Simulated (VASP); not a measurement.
# GaIr4 (P6/mmm) in VASP: single point with PBE

Aim: the single point of GaIr4 with PBE.

Everything below comes from runs of VASP 6.6.1. Logs are shortened: lines on timing, memory, paths and dates and some standing lists are left out, and cuts for length are marked.

### 1 The cell of the first run

Symmetry: P6/mmm, No. 191, hexagonal system. Conventional cell: a = 3.923 Å, b = 3.923 Å, c = 5.484 Å, α = 90.00°, β = 90.00°, γ = 120.00°. Ga (site symmetry 6/mmm) has 14 Ir at 2.74 to 3.37 Å within 3.6 Å. Ir (site symmetry mmm) has 6 Ir at 1.96 Å within 2.6 Å. Within 2.6 Å of Ir (site symmetry 6/mmm) lie 6 Ir at 1.96 Å.

### 2 Single point, PBE

File INCAR:

```
PREC = Accurate ; ENCUT = 520
EDIFF = 1E-6 ; ISMEAR = 0
SIGMA = 0.1 ; LREAL = False
LASPH = True ; NELM = 100
ALGO = Fast ; ISIF = 2
LWAVE = False ; LCHARG = False
GGA = PE ; NBANDS = 32
```

File KPOINTS:

```
regular mesh
0
Gamma
  6 6 4
```

File POSCAR:

```
GaIr4
1.0
    3.9232147800      0.0000000000      0.0000000000
   -1.9616073900      3.3976036600      0.0000000000
    0.0000000000      0.0000000000      5.4840882400
Ga Ir
1 4
Direct
    0.0000000000      0.0000000000      0.5000000000
    0.5000000000      0.0000000000      0.0000000000
    0.0000000000      0.5000000000      0.0000000000
    0.5000000000      0.5000000000      0.0000000000
    0.0000000000      0.0000000000      0.0000000000
```

Potentials or basis: VASP PAW PBE potentials, release 64 (Ga_d, Ir).

On the command line:

```
$ cat potpaw_PBE.64/Ga_d/POTCAR potpaw_PBE.64/Ir/POTCAR > POTCAR
$ mpirun -np 1 vasp_std > vasp.out
```

OUTCAR:

```text
PREC = Accurate
   ENCUT = 520
   EDIFF = 1E-6
   ISMEAR = 0
   LREAL = False
   LASPH = True
   NELM = 100
   ISIF = 2
   GGA = PE

 ion  position               nearest neighbor table
   1  0.000  0.000  0.500-   5 2.74   5 2.74
   2  0.500  0.000  0.000-   3 1.96   4 1.96   4 1.96   3 1.96   5 1.96   5 1.96   5 3.40   5 3.40
                             3 3.40   4 3.40   4 3.40   3 3.40
   3  0.000  0.500  0.000-   2 1.96   5 1.96   5 1.96   2 1.96   4 1.96   4 1.96   4 3.40   4 3.40
                             2 3.40   5 3.40   2 3.40   5 3.40
   4  0.500  0.500  0.000-   2 1.96   5 1.96   2 1.96   5 1.96   3 1.96   3 1.96   3 3.40   3 3.40
                             5 3.40   2 3.40   5 3.40   2 3.40
   5  0.000  0.000  0.000-   3 1.96   4 1.96   3 1.96   4 1.96   2 1.96   2 1.96   1 2.74   1 2.74
                             2 3.40   2 3.40   4 3.40   4 3.40   3 3.40   3 3.40

  LATTYP: Found a hexagonal cell.
 ALAT       =     3.9232147800
 C/A-ratio  =     1.3978557248

  Lattice vectors:

 A1 = (   3.9232147800,   0.0000000000,   0.0000000000)
 A2 = (  -1.9616073900,   3.3976036600,   0.0000000000)
 A3 = (   0.0000000000,   0.0000000000,   5.4840882400)

Analysis of symmetry for initial positions (statically):
=====================================================================
 Subroutine PRICEL returns:
 Original cell was already a primitive cell.

 Routine SETGRP: Setting up the symmetry group for a
 hexagonal supercell.

 Subroutine GETGRP returns: Found 24 space group operations
 (whereof 24 operations were pure point group operations)
 out of a pool of 24 trial point group operations.

The static configuration has the point symmetry D_6h.

Analysis of symmetry for dynamics (positions and initial velocities):
=====================================================================
 Subroutine PRICEL returns:
 Original cell was already a primitive cell.

 Routine SETGRP: Setting up the symmetry group for a
 hexagonal supercell.

 Subroutine GETGRP returns: Found 24 space group operations
 (whereof 24 operations were pure point group operations)
 out of a pool of 24 trial point group operations.

The dynamic configuration has the point symmetry D_6h.

 Subroutine INISYM returns: Found 24 space group operations
 (whereof 24 operations are pure point group operations),
 and found     1 'primitive' translations

----------------------------------------------------------------------------------------

                                     Primitive cell

  volume of cell :      73.1003

  direct lattice vectors                    reciprocal lattice vectors
     3.923214780  0.000000000  0.000000000     0.254893004  0.147162545  0.000000000
    -1.961607390  3.397603660  0.000000000     0.000000000  0.294325089  0.000000000
     0.000000000  0.000000000  5.484088240     0.000000000  0.000000000  0.182345717

  length of vectors
     3.923214780  3.923214777  5.484088240     0.294325089  0.294325089  0.182345717

  position of ions in fractional coordinates (direct lattice)
     0.000000000  0.000000000  0.500000000
     0.500000000  0.000000000  0.000000000
     1.000000000  0.500000000  0.000000000
     0.500000000  0.500000000  0.000000000
     0.000000000  0.000000000  0.000000000

  ion indices of the primitive-cell ions
   primitive index   ion index
                 1           1
                 2           2
                 3           3
                 4           4
                 5           5

----------------------------------------------------------------------------------------

 KPOINTS: regular mesh

Automatic generation of k-mesh.
 Grid dimensions read from file:
 generate k-points for:    6    6    4

 Generating k-lattice:

  Cartesian coordinates                     Fractional coordinates (reciprocal lattice)
     0.042482167  0.024527091  0.000000000     0.166666667  0.000000000  0.000000000
     0.000000000  0.049054182  0.000000000     0.000000000  0.166666667  0.000000000
     0.000000000  0.000000000  0.045586429     0.000000000  0.000000000  0.250000000

  Length of vectors
     0.049054181  0.049054182  0.045586429

  Shift w.r.t. Gamma in fractional coordinates (k-lattice)
     0.000000000  0.000000000  0.000000000

 Subroutine IBZKPT returns following result:
 ===========================================

 Found     21 irreducible k-points:

 Following reciprocal coordinates:
            Coordinates               Weight
  0.000000  0.000000  0.000000      1.000000
  0.166667  0.000000  0.000000      6.000000
  0.333333  0.000000  0.000000      6.000000
  0.500000  0.000000  0.000000      3.000000
  0.166667  0.166667  0.000000      6.000000
  0.333333  0.166667  0.000000     12.000000
[... 13 lines left out ...]
  0.333333  0.166667  0.500000     12.000000
  0.333333  0.333333  0.500000      2.000000
   k-points           NKPTS =     21   k-points in BZ     NKDIM =     21   number of bands    NBANDS=     32
   number of dos      NEDOS =    301   number of ions     NIONS =      5
   total plane-waves  NPLWV =  37800
   dimension x,y,z NGX =    30 NGY =   30 NGZ =   42
   dimension x,y,z NGXF=    60 NGYF=   60 NGZF=   84
   ions per type =               1   4
   NGX,Y,Z   is equivalent  to a cutoff of  12.71, 12.71, 12.73 a.u.
   NGXF,Y,Z  is equivalent  to a cutoff of  25.42, 25.42, 25.46 a.u.
 SYSTEM =  unknown system
   PREC   = accura    normal or accurate (medium, high low for compatibility)
   ISTART =      0    job   : 0-new  1-cont  2-samecut
   ICHARG =      2    charge: 1-file 2-atom 10-const
   ISPIN  =      1    spin polarized calculation?
   LNONCOLLINEAR =      F non collinear calculations
   LSORBIT =      F    spin-orbit coupling
   LASPH  =      T    aspherical Exc in radial PAW
   ENCUT  =  520.0 eV  38.22 Ry    6.18 a.u.   7.29  7.29 10.20*2*pi/ulx,y,z
   NELM   =    100;   NELMIN=  2; NELMDL= -5     # of ELM steps
   EDIFF  = 0.1E-05   stopping-criterion for ELM
   LREAL  =      F    real-space projection
   EDIFFG = 0.1E-04   stopping-criterion for IOM
   NSW    =      0    number of steps for IOM
   IBRION =     -1    ionic relax: 0-MD 1-quasi-New 2-CG
   NFREE  =      0    steps in history (QN), initial steepest desc. (CG)
   ISIF   =      2    stress and relaxation
   ISYM   =      2    0-nonsym 1-usesym 2-fastsym
   POTIM  = 0.5000    time-step for ionic-motion
   TEBEG  =    0.0;   TEEND  =   0.0 temperature during run
   PSTRESS=    0.0 pullay stress
   NELECT =      49.0000    total number of electrons
   NUPDOWN=      -1.0000    fix difference up-down
   EMIN   =  10.00;   EMAX   =-10.00  energy-range for DOS
   EFERMI =   0.00;   METHOD = LEGACY
   ISMEAR =     0;   SIGMA  =   0.10  broadening in eV -4-tet -1-fermi 0-gaus
   EFERMI_NEDOS =   21; number of points for ismear=-14 and -15
   IALGO  =     68    algorithm
   IMIX   =      4    mixing-type and parameters
     AMIX     =   0.40;   BMIX     =  1.00
     AMIX_MAG =   1.60;   BMIX_MAG =  1.00
  volume/ion in A,a.u.               =      14.62        98.66
  Fermi-wavevector in a.u.,A,eV,Ry     =   1.432739  2.707484 27.929241  2.052741
  Thomas-Fermi vector in A             =   2.552334
   LORBIT       =      0    0 simple, 1 ext, 2 COOP (PROOUT), +10 PAW based schemes
   GGA     = PE    functional components
   LHFCALC =     F    Hartree Fock is set to
   AEXX    =    0.0000 exact exchange contribution
   IVDW    =     0    specifies the selected vdW correction
   LEPSILON=     F    determine dielectric tensor
   LRPA    =     F    only Hartree local field effects (RPA)
 non-spin polarized calculation
 RMM-DIIS sequential band-by-band and
 Gauss-broadening in eV      SIGMA  =   0.10
  energy-cutoff  :      520.00
  volume of cell :       73.10
 maximum number of plane-waves:      2000
 NGX is ok and might be reduce to    30
   NGX = 15   NGY = 15   NGZ = 21

 number of electron      49.0000002 magnetization

 Free energy of the ion-electron system (eV)
  ---------------------------------------------------
  ext. energy  EPLUGINS =         0.00000000
  ---------------------------------------------------
  free energy    TOTEN  =        28.08867114 eV

  energy without entropy =       28.11309647  energy(sigma->0) =       28.10088380

 E-fermi :  10.2666     XC(G=0): -12.3494

 val. band max:       10.2637293725   @ k =   0.3333   0.1667   0.0000
 cond. band min:      10.2922616453   @ k =   0.0000   0.0000   0.2500
 fundamental gap:      0.0285322728
 Fermi energy:        10.2666428683

 k-point     1 :       0.0000    0.0000    0.0000
  band No.  band energies     occupation
      1      -7.8613      2.00000
      2      -7.8613      2.00000
      3      -7.8473      2.00000
      4      -4.9360      2.00000
      5      -4.8946      2.00000
      6      -4.8946      2.00000
[... 24 lines left out ...]
     31      19.8853      0.00000
     32      19.9032      0.00000

 k-point     2 :       0.1667    0.0000    0.0000
  band No.  band energies     occupation
      1      -7.4387      2.00000
      2      -6.6969      2.00000
      3      -6.6863      2.00000
      4      -4.9326      2.00000
      5      -4.8866      2.00000
      6      -4.8846      2.00000
[... 24 lines left out ...]
     31      17.5096      0.00000
     32      17.7494      0.00000

 k-point     3 :       0.3333    0.0000    0.0000
  band No.  band energies     occupation
      1      -6.2226      2.00000
      2      -4.9265      2.00000
      3      -4.8761      2.00000
      4      -4.8752      2.00000
      5      -4.8424      2.00000
      6      -4.8239      2.00000
[... 24 lines left out ...]
     31      14.2363      0.00000
     32      15.0435      0.00000

 k-point     4 :       0.5000    0.0000    0.0000
  band No.  band energies     occupation
      1      -4.9235      2.00000
      2      -4.8732      2.00000
      3      -4.8725      2.00000
      4      -4.8446      2.00000
      5      -4.8178      2.00000
      6      -4.3849      2.00000
[... 549 lines left out ...]
     31      17.2408      0.00000
     32      17.9789      0.00000

 k-point    20 :       0.3333    0.1667    0.5000
  band No.  band energies     occupation
      1      -4.8874      2.00000
      2      -4.8690      2.00000
      3      -4.8587      2.00000
      4      -4.8389      2.00000
      5      -4.8222      2.00000
      6      -4.3920      2.00000
[... 24 lines left out ...]
     31      17.5122      0.00000
     32      17.8014      0.00000

 k-point    21 :       0.3333    0.3333    0.5000
  band No.  band energies     occupation
      1      -4.8859      2.00000
      2      -4.8651      2.00000
      3      -4.8651      2.00000
      4      -4.8298      2.00000
      5      -4.8298      2.00000
      6      -2.0005      2.00000
[... 24 lines left out ...]
     31      14.3610      0.00000
     32      18.9275      0.00000

------------------------ aborting loop because EDIFF is reached ----------------------------------------

  FORCE on cell =-STRESS in cart. coord.  units (eV):
  Direction    XX          YY          ZZ          XY          YZ          ZX
  --------------------------------------------------------------------------------------
  -------------------------------------------------------------------------------------
  Total      278.3587566    278.3587560      7.2998580      0.0000000     -0.0000000      0.0000000
  in kB     6100.9327217   6100.9327074    159.9947601      0.0000000     -0.0000000      0.0000000
  external PRESSURE =    4120.6200631 kB  Pullay stress =       0.0000000 kB

 VOLUME and BASIS-vectors are now :
 -----------------------------------------------------------------------------
  energy-cutoff  :      520.00
  volume of cell :       73.10
      direct lattice vectors                 reciprocal lattice vectors
     3.923214780  0.000000000  0.000000000     0.254893004  0.147162545  0.000000000
    -1.961607390  3.397603660  0.000000000     0.000000000  0.294325089  0.000000000
     0.000000000  0.000000000  5.484088240     0.000000000  0.000000000  0.182345717

 POSITION                                       TOTAL-FORCE (eV/Angst)
 -----------------------------------------------------------------------------------
      0.00000      0.00000      2.74204        -0.000000      0.000000      0.000000
      1.96161      0.00000      0.00000        -0.000000      0.000000      0.000000
     -0.98080      1.69880      0.00000         0.000000      0.000000      0.000000
      0.98080      1.69880      0.00000         0.000000      0.000000      0.000000
      0.00000      0.00000      0.00000         0.000000      0.000000      0.000000
 -----------------------------------------------------------------------------------
    total drift:                               -0.000000      0.000000      0.000000

  FREE ENERGIE OF THE ION-ELECTRON SYSTEM (eV)
  ---------------------------------------------------
  free  energy   TOTEN  =        28.0886711353 eV

  energy  without entropy=       28.1130964731  energy(sigma->0) =       28.10088380
```

Run time: 43 s. Hardware: 1 thread of Intel Xeon Platinum 8488C (Sapphire Rapids), shared host; peak memory 0.21 GiB.

Results:

```
Free energy : 28.0887 eV
Pressure    : 412.1 GPa
```

Stress tensor (GPa, compression positive):
```
610.09   0.00   0.00
  0.00 610.09   0.00
  0.00   0.00  16.00
```

Levels at points of the mesh, in eV from the Fermi level:
```
           k point  band 21  band 22  band 23  band 24  band 25  band 26  band 27  band 28
(0.00, 0.00, 0.00)    -0.20    -0.20    -0.12     2.92     2.92     3.86     3.86     6.19
(0.50, 0.00, 0.00)    -3.55    -2.48    -2.46    -1.48    -1.44    -0.30     0.83     1.56
(0.00, 0.00, 0.50)    -0.20    -0.12     2.03     3.85     3.85     4.50     4.50     5.94
(0.50, 0.00, 0.50)    -3.50    -3.13    -2.34    -2.06    -1.48    -1.44    -1.28     1.55
```

Caveat: spin-orbit coupling is left out, which moves the levels of the heavy elements.
